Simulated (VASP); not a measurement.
# Si3BTe2 (P4/mmm) in VASP: a series of runs

Runs on Si3BTe2. Level: PBE. Tasks: single point.

Everything below comes from runs of VASP 6.6.1. Logs are shortened: lines on timing, memory, paths and dates and some standing lists are left out, and cuts for length are marked.

### Step 1. The cell of the first run

Symmetry: P4/mmm, No. 123, tetragonal system. The conventional cell has a = 4.080 Å, b = 4.080 Å, c = 8.189 Å, α = 90.00°, β = 90.00°, γ = 90.00°. Si (site symmetry 4mm) has 2 Te at 1.87 to 2.22 Å within 2.5 Å. Within 3.8 Å of Si (site symmetry 4/mmm) lie 4 Te at 2.89 Å and 8 Si at 3.64 Å. Within 3.8 Å of B (site symmetry 4/mmm) lie 4 Te at 2.89 Å and 8 Si at 3.44 Å. Te (site symmetry 4/mmm) has 6 Si at 2.22 to 2.89 Å within 2.9 Å. Te (site symmetry 4/mmm) has 2 Si at 1.87 Å within 2.5 Å.

The cell was generated, and may not be a known phase.

### Step 2. Single point, PBE

Contents of INCAR:

```
PREC = Accurate
ENCUT = 520
EDIFF = 1E-6
ISMEAR = 0
SIGMA = 0.1
LREAL = F
LASPH = T
NELM = 60
ALGO = Normal
ISIF = 2
LWAVE = F
LCHARG = F
GGA = PE
NBANDS = 22
```

Contents of KPOINTS:

```
Automatic mesh
0
Gamma
  4 4 2
```

Contents of POSCAR:

```
Si3BTe2
1.0
    4.0802221500      0.0000000000      0.0000000000
    0.0000000000      4.0802221500      0.0000000000
    0.0000000000      0.0000000000      8.1891622200
Si B Te
3 1 2
Direct
    0.5000000000      0.5000000000      0.7713942600
    0.5000000000      0.5000000000      0.2286057400
    0.0000000000      0.0000000000      0.5000000000
    0.0000000000      0.0000000000      0.0000000000
    0.5000000000      0.5000000000      0.5000000000
    0.5000000000      0.5000000000      0.0000000000
```

Potentials or basis: VASP PAW PBE potentials, release 64 (Si, B, Te).

Command:

```console
> cat potpaw_PBE.64/Si/POTCAR potpaw_PBE.64/B/POTCAR potpaw_PBE.64/Te/POTCAR > POTCAR
> mpirun -np 1 vasp_std > vasp.out
```

OUTCAR:

```text
PREC = Accurate
   ENCUT = 520
   EDIFF = 1E-6
   ISMEAR = 0
   LREAL = F
   LASPH = T
   NELM = 60
   ISIF = 2
   GGA = PE

 ion  position               nearest neighbor table
   1  0.500  0.500  0.771-   6 1.87   5 2.22
   2  0.500  0.500  0.229-   6 1.87   5 2.22
   3  0.000  0.000  0.500-   5 2.89   5 2.89   5 2.89   5 2.89
   4  0.000  0.000  0.000-   6 2.89   6 2.89   6 2.89   6 2.89
   5  0.500  0.500  0.500-   1 2.22   2 2.22   3 2.89   3 2.89   3 2.89   3 2.89
   6  0.500  0.500  0.000-   1 1.87   2 1.87   4 2.89   4 2.89   4 2.89   4 2.89

  LATTYP: Found a simple tetragonal cell.
 ALAT       =     4.0802221500
 C/A-ratio  =     2.0070383227

  Lattice vectors:

 A1 = (   4.0802221500,   0.0000000000,   0.0000000000)
 A2 = (   0.0000000000,   4.0802221500,   0.0000000000)
 A3 = (   0.0000000000,   0.0000000000,   8.1891622200)

Analysis of symmetry for initial positions (statically):
=====================================================================
 Subroutine PRICEL returns:
 Original cell was already a primitive cell.

 Routine SETGRP: Setting up the symmetry group for a
 simple tetragonal supercell.

 Subroutine GETGRP returns: Found 16 space group operations
 (whereof 16 operations were pure point group operations)
 out of a pool of 16 trial point group operations.

The static configuration has the point symmetry D_4h.

Analysis of symmetry for dynamics (positions and initial velocities):
=====================================================================
 Subroutine PRICEL returns:
 Original cell was already a primitive cell.

 Routine SETGRP: Setting up the symmetry group for a
 simple tetragonal supercell.

 Subroutine GETGRP returns: Found 16 space group operations
 (whereof 16 operations were pure point group operations)
 out of a pool of 16 trial point group operations.

The dynamic configuration has the point symmetry D_4h.

 Subroutine INISYM returns: Found 16 space group operations
 (whereof 16 operations are pure point group operations),
 and found     1 'primitive' translations

----------------------------------------------------------------------------------------

                                     Primitive cell

  volume of cell :     136.3349

[... 75 lines left out ...]
   ISTART =      0    job   : 0-new  1-cont  2-samecut
   ICHARG =      2    charge: 1-file 2-atom 10-const
   ISPIN  =      1    spin polarized calculation?
   LNONCOLLINEAR =      F non collinear calculations
   LSORBIT =      F    spin-orbit coupling
   LASPH  =      T    aspherical Exc in radial PAW
   ENCUT  =  520.0 eV  38.22 Ry    6.18 a.u.   7.59  7.59 15.23*2*pi/ulx,y,z
   NELM   =     60;   NELMIN=  2; NELMDL= -5     # of ELM steps
   EDIFF  = 0.1E-05   stopping-criterion for ELM
   LREAL  =      F    real-space projection
[... 7 lines left out ...]
   TEBEG  =    0.0;   TEEND  =   0.0 temperature during run
   PSTRESS=    0.0 pullay stress
   NELECT =      27.0000    total number of electrons
   NUPDOWN=      -1.0000    fix difference up-down
   EMIN   =  10.00;   EMAX   =-10.00  energy-range for DOS
   EFERMI =   0.00;   METHOD = LEGACY
   ISMEAR =     0;   SIGMA  =   0.10  broadening in eV -4-tet -1-fermi 0-gaus
   EFERMI_NEDOS =   21; number of points for ismear=-14 and -15
   IALGO  =     38    algorithm
   IMIX   =      4    mixing-type and parameters
     AMIX     =   0.40;   BMIX     =  1.00
     AMIX_MAG =   1.60;   BMIX_MAG =  1.00
  volume/ion in A,a.u.               =      22.72       153.34
  Fermi-wavevector in a.u.,A,eV,Ry     =   0.954246  1.803264 12.389269  0.910586
  Thomas-Fermi vector in A             =   2.082975
   LORBIT       =      0    0 simple, 1 ext, 2 COOP (PROOUT), +10 PAW based schemes
   GGA     = PE    functional components
   LHFCALC =     F    Hartree Fock is set to
   AEXX    =    0.0000 exact exchange contribution
   IVDW    =     0    specifies the selected vdW correction
   LEPSILON=     F    determine dielectric tensor
   LRPA    =     F    only Hartree local field effects (RPA)
 non-spin polarized calculation
 Gauss-broadening in eV      SIGMA  =   0.10
  energy-cutoff  :      520.00
  volume of cell :      136.33
 maximum number of plane-waves:      3708
   NGX = 15   NGY = 15   NGZ = 31

 number of electron      27.0000001 magnetization

 Free energy of the ion-electron system (eV)
  ---------------------------------------------------
  ext. energy  EPLUGINS =         0.00000000
  ---------------------------------------------------
  free energy    TOTEN  =        -8.11865242 eV

  energy without entropy =       -8.10097679  energy(sigma->0) =       -8.10981460

 E-fermi :   6.3778     XC(G=0):  -9.4152

 val. band max:        6.3328197139   @ k =   0.5000   0.5000   0.5000
 cond. band min:       6.3922011836   @ k =   0.0000   0.0000   0.5000
 fundamental gap:      0.0593814697
 Fermi energy:         6.3778027147

 k-point     1 :       0.0000    0.0000    0.0000
  band No.  band energies     occupation
      1      -9.4841      2.00000
      2      -7.9293      2.00000
      3      -4.9782      2.00000
      4      -0.9841      2.00000
      5       0.3975      2.00000
      6       1.2831      2.00000
[... 289 lines left out ...]
     21      11.9963      0.00000
     22      11.9963      0.00000

------------------------ aborting loop because EDIFF is reached ----------------------------------------

  FORCE on cell =-STRESS in cart. coord.  units (eV):
  Direction    XX          YY          ZZ          XY          YZ          ZX
  --------------------------------------------------------------------------------------
  -------------------------------------------------------------------------------------
  Total       -1.3789898     -1.3789898    101.1450339      0.0000000      0.0000000      0.0000000
  in kB      -16.2055789    -16.2055789   1188.6337409      0.0000000      0.0000000      0.0000000
  external PRESSURE =     385.4075277 kB  Pullay stress =       0.0000000 kB

 VOLUME and BASIS-vectors are now :
 -----------------------------------------------------------------------------
  energy-cutoff  :      520.00
  volume of cell :      136.33
      direct lattice vectors                 reciprocal lattice vectors
     4.080222150  0.000000000  0.000000000     0.245084695  0.000000000  0.000000000
     0.000000000  4.080222150  0.000000000     0.000000000  0.245084695  0.000000000
     0.000000000  0.000000000  8.189162220     0.000000000  0.000000000  0.122112613

 POSITION                                       TOTAL-FORCE (eV/Angst)
 -----------------------------------------------------------------------------------
      2.04011      2.04011      6.31707         0.000000     -0.000000    -14.269451
      2.04011      2.04011      1.87209         0.000000      0.000000     14.269451
      0.00000      0.00000      4.09458         0.000000      0.000000      0.000000
      0.00000      0.00000      0.00000         0.000000      0.000000      0.000000
      2.04011      2.04011      4.09458         0.000000      0.000000      0.000000
      2.04011      2.04011      0.00000         0.000000      0.000000      0.000000
 -----------------------------------------------------------------------------------
    total drift:                                0.000000      0.000000     -0.000000

  FREE ENERGIE OF THE ION-ELECTRON SYSTEM (eV)
  ---------------------------------------------------
  free  energy   TOTEN  =        -8.1186524167 eV

  energy  without entropy=       -8.1009767892  energy(sigma->0) =       -8.10981460
```

stdout:

```text
POSCAR found type information on POSCAR SiB Te
 POSCAR found :  3 types and       6 ions
 scaLAPACK will be used
 LDA part: xc-table for (Slater+PW92), standard interpolation
 POSCAR, INCAR and KPOINTS ok, starting setup
 FFT: planning ... GRIDC
 FFT: planning ... GRID_SOFT
 FFT: planning ... GRID
 WAVECAR not read
 entering main loop
```

Wall time 26 s (1 thread of Intel Xeon 6975P-C (Granite Rapids), shared host); peak memory 0.24 GiB.

Results:

| Property | Result |
| --- | --- |
| Free energy | -8.1187 eV |
| Pressure | 38.5 GPa |
| Largest force | 14.269 eV/Å |
| Band gap on the k mesh | zero (an odd number of electrons rules out a gap without spin polarisation) |

Forces in eV/Å, atoms in the order of the input:
```
Si    0.000   0.000 -14.269
Si    0.000   0.000  14.269
Si    0.000   0.000   0.000
B     0.000   0.000   0.000
Te    0.000   0.000   0.000
Te    0.000   0.000   0.000
```

Levels at points of the mesh, in eV from the Fermi level:
| k point | band 10 | band 11 | band 12 | band 13 | band 14 | band 15 | band 16 | band 17 |
| --- | --- | --- | --- | --- | --- | --- | --- | --- |
| (0.00, 0.00, 0.00) | -3.95 | -3.25 | -0.68 | -0.31 | -0.31 | 1.41 | 1.79 | 1.90 |
| (0.50, 0.00, 0.00) | -2.87 | -2.04 | -0.60 | -0.46 | -0.26 | -0.06 | 0.08 | 0.14 |
| (0.50, 0.50, 0.00) | -5.70 | -2.26 | -2.20 | -2.20 | -0.90 | 1.36 | 1.47 | 1.47 |
| (0.00, 0.00, 0.50) | -4.27 | -1.18 | 0.01 | 0.68 | 0.68 | 0.81 | 0.88 | 1.31 |
| (0.50, 0.00, 0.50) | -2.47 | -1.21 | -1.06 | -0.63 | -0.50 | -0.08 | -0.07 | 0.35 |
| (0.50, 0.50, 0.50) | -5.76 | -1.01 | -1.01 | -0.36 | -0.36 | -0.05 | 0.02 | 0.17 |

Caveat: the k points lie up to 0.38 Å⁻¹ apart, too coarse for converged energies and pressures of a metal; spin-orbit coupling is left out, which moves the levels of the heavy elements; an odd number of electrons without spin polarisation forces a metal; a magnetic or distorted state may lie lower.

### Step 3. Single point, PBE

This run uses another cell than the first one, of 25.56 Å³/atom.

Contents of INCAR:

```
SYSTEM = Si3BTe2
ALGO = Normal
EDIFF = 1E-6
ENCUT = 520
GGA = PE
ISIF = 2
ISMEAR = 0
LASPH = .TRUE.
LCHARG = .TRUE.
LELF = .TRUE.
LREAL = .FALSE.
LVHAR = .TRUE.
LWAVE = .FALSE.
NBANDS = 22
NELM = 100
PREC = Accurate
SIGMA = 0.1
```

Contents of KPOINTS:

```
k-points
0
G
  4 4 2
  0 0 0
```

Contents of POSCAR:

```
Si3BTe2
1.0
    3.7313736304      0.0000000000      0.0000000000
    0.0000000000      3.7313736304      0.0000000000
    0.0000000000      0.0000000000     11.0157971339
Si B Te
3 1 2
Direct
    0.5000000000      0.5000000000      0.7582371379
    0.5000000000      0.5000000000      0.2417628621
    0.0000000000      0.0000000000      0.5000000000
    0.0000000000      0.0000000000      0.0000000000
    0.5000000000      0.5000000000      0.5000000000
    0.5000000000      0.5000000000      0.0000000000
```

Potentials or basis: VASP PAW PBE potentials, release 64 (Si, B, Te).

Command:

```console
> cat potpaw_PBE.64/Si/POTCAR potpaw_PBE.64/B/POTCAR potpaw_PBE.64/Te/POTCAR > POTCAR
> mpirun -np 1 vasp_std > vasp.out
```

OUTCAR:

```text
SYSTEM = Si3BTe2
   EDIFF = 1E-6
   ENCUT = 520
   GGA = PE
   ISIF = 2
   ISMEAR = 0
   LASPH = .TRUE.
   LREAL = .FALSE.
   NELM = 100
   PREC = Accurate

 ion  position               nearest neighbor table
   1  0.500  0.500  0.758-   6 2.66   5 2.84
   2  0.500  0.500  0.242-   6 2.66   5 2.84
   3  0.000  0.000  0.500-   5 2.64   5 2.64   5 2.64   5 2.64
   4  0.000  0.000  0.000-   6 2.64   6 2.64   6 2.64   6 2.64
   5  0.500  0.500  0.500-   3 2.64   3 2.64   3 2.64   3 2.64   1 2.84   2 2.84
   6  0.500  0.500  0.000-   4 2.64   4 2.64   4 2.64   4 2.64   1 2.66   2 2.66

  LATTYP: Found a simple tetragonal cell.
 ALAT       =     3.7313736304
 C/A-ratio  =     2.9522096217

  Lattice vectors:

 A1 = (   3.7313736304,   0.0000000000,   0.0000000000)
 A2 = (   0.0000000000,   3.7313736304,   0.0000000000)
 A3 = (   0.0000000000,   0.0000000000,  11.0157971339)

Analysis of symmetry for initial positions (statically):
=====================================================================
 Subroutine PRICEL returns:
 Original cell was already a primitive cell.

 Routine SETGRP: Setting up the symmetry group for a
 simple tetragonal supercell.

 Subroutine GETGRP returns: Found 16 space group operations
 (whereof 16 operations were pure point group operations)
 out of a pool of 16 trial point group operations.

The static configuration has the point symmetry D_4h.

Analysis of symmetry for dynamics (positions and initial velocities):
=====================================================================
 Subroutine PRICEL returns:
 Original cell was already a primitive cell.

 Routine SETGRP: Setting up the symmetry group for a
 simple tetragonal supercell.

 Subroutine GETGRP returns: Found 16 space group operations
 (whereof 16 operations were pure point group operations)
 out of a pool of 16 trial point group operations.

The dynamic configuration has the point symmetry D_4h.
[... 115 lines left out ...]
  volume/ion in A,a.u.               =      25.56       172.50
  Fermi-wavevector in a.u.,A,eV,Ry     =   0.917512  1.733846 11.453762  0.841828
  Thomas-Fermi vector in A             =   2.042489
   LORBIT       =      0    0 simple, 1 ext, 2 COOP (PROOUT), +10 PAW based schemes
   GGA     = PE    functional components
   LHFCALC =     F    Hartree Fock is set to
   AEXX    =    0.0000 exact exchange contribution
   IVDW    =     0    specifies the selected vdW correction
   LEPSILON=     F    determine dielectric tensor
   LRPA    =     F    only Hartree local field effects (RPA)
 non-spin polarized calculation
 Gauss-broadening in eV      SIGMA  =   0.10
  energy-cutoff  :      520.00
  volume of cell :      153.37
 maximum number of plane-waves:      4162
 NGX is ok and might be reduce to    28
   NGX = 13   NGY = 13   NGZ = 41

 number of electron      27.0000002 magnetization

 Free energy of the ion-electron system (eV)
  ---------------------------------------------------
  ext. energy  EPLUGINS =         0.00000000
  ---------------------------------------------------
  free energy    TOTEN  =       -20.54639267 eV

  energy without entropy =      -20.52037465  energy(sigma->0) =      -20.53338366

 E-fermi :   4.9696     XC(G=0):  -9.0558

 val. band max:        4.9627967794   @ k =   0.5000   0.0000   0.0000
 cond. band min:       4.9889709335   @ k =   0.2500   0.2500   0.5000
 fundamental gap:      0.0261741541
 Fermi energy:         4.9696295442

 k-point     1 :       0.0000    0.0000    0.0000
  band No.  band energies     occupation
      1      -9.1392      2.00000
      2      -8.1248      2.00000
      3      -3.6900      2.00000
      4      -1.8108      2.00000
      5      -0.7672      2.00000
      6       1.3636      2.00000
[... 289 lines left out ...]
     21       9.4744      0.00000
     22      10.1704      0.00000

------------------------ aborting loop because EDIFF is reached ----------------------------------------

  FORCE on cell =-STRESS in cart. coord.  units (eV):
  Direction    XX          YY          ZZ          XY          YZ          ZX
  --------------------------------------------------------------------------------------
  -------------------------------------------------------------------------------------
  Total        0.0839220      0.0839220      0.0632078      0.0000000      0.0000000      0.0000000
  in kB        0.8766639      0.8766639      0.6602800      0.0000000      0.0000000      0.0000000
  external PRESSURE =       0.8045359 kB  Pullay stress =       0.0000000 kB

 VOLUME and BASIS-vectors are now :
 -----------------------------------------------------------------------------
  energy-cutoff  :      520.00
  volume of cell :      153.37
      direct lattice vectors                 reciprocal lattice vectors
     3.731373630  0.000000000  0.000000000     0.267997820  0.000000000  0.000000000
     0.000000000  3.731373630  0.000000000     0.000000000  0.267997820  0.000000000
     0.000000000  0.000000000 11.015797134     0.000000000  0.000000000  0.090778723

 POSITION                                       TOTAL-FORCE (eV/Angst)
 -----------------------------------------------------------------------------------
      1.86569      1.86569      8.35259         0.000000      0.000000     -0.015895
      1.86569      1.86569      2.66321         0.000000     -0.000000      0.015895
      0.00000      0.00000      5.50790         0.000000      0.000000     -0.000000
      0.00000      0.00000      0.00000         0.000000      0.000000     -0.000000
      1.86569      1.86569      5.50790         0.000000      0.000000     -0.000000
      1.86569      1.86569      0.00000         0.000000      0.000000     -0.000000
 -----------------------------------------------------------------------------------
    total drift:                               -0.000000      0.000000      0.000000

  FREE ENERGIE OF THE ION-ELECTRON SYSTEM (eV)
  ---------------------------------------------------
  free  energy   TOTEN  =       -20.5463926740 eV

  energy  without entropy=      -20.5203746468  energy(sigma->0) =      -20.53338366
```

It took 28 s on 1 thread of Intel Xeon 6975P-C (Granite Rapids), shared host; peak memory 0.24 GiB.

What came out:

```yaml
Free_energy: -20.5464 eV
Pressure: 0.1 GPa
Largest_force: 0.016 eV/Å
Band_gap_on_the_k_mesh: zero (an odd number of electrons rules out a gap without spin polarisation)
```

Forces on the atoms (eV/Å):
```
Si   0.000  0.000 -0.016
Si   0.000  0.000  0.016
Si   0.000  0.000  0.000
B    0.000  0.000  0.000
Te   0.000  0.000  0.000
Te   0.000  0.000  0.000
```

Levels at points of the mesh, in eV from the Fermi level:
```tsv
k point	band 9	band 10	band 11	band 12	band 13	band 14	band 15	band 16	band 17	band 18
(0.00, 0.00, 0.00)	-2.93	-2.52	-2.52	-1.30	0.56	1.79	1.85	1.85	1.98	2.30
(0.50, 0.00, 0.00)	-1.70	-1.22	-0.51	-0.46	-0.01	0.44	0.46	0.88	1.44	1.47
(0.50, 0.50, 0.00)	-5.12	-4.92	-4.11	-1.18	-1.18	-0.20	-0.20	0.09	0.79	0.98
(0.00, 0.00, 0.50)	-3.18	-2.70	-2.53	-2.53	1.57	1.64	2.12	2.12	2.18	2.18
(0.50, 0.00, 0.50)	-2.38	-2.14	-1.70	-0.47	0.46	0.66	0.88	1.19	1.39	1.49
(0.50, 0.50, 0.50)	-5.38	-5.12	-1.95	-1.89	-0.79	-0.79	-0.74	-0.74	0.19	0.82
```

Caveat: the k points lie up to 0.42 Å⁻¹ apart, too coarse for converged energies and pressures of a metal; spin-orbit coupling is left out, which moves the levels of the heavy elements; an odd number of electrons without spin polarisation forces a metal; a magnetic or distorted state may lie lower.

The gap in the log of VASP goes by the Fermi energy; the results here count the filled bands.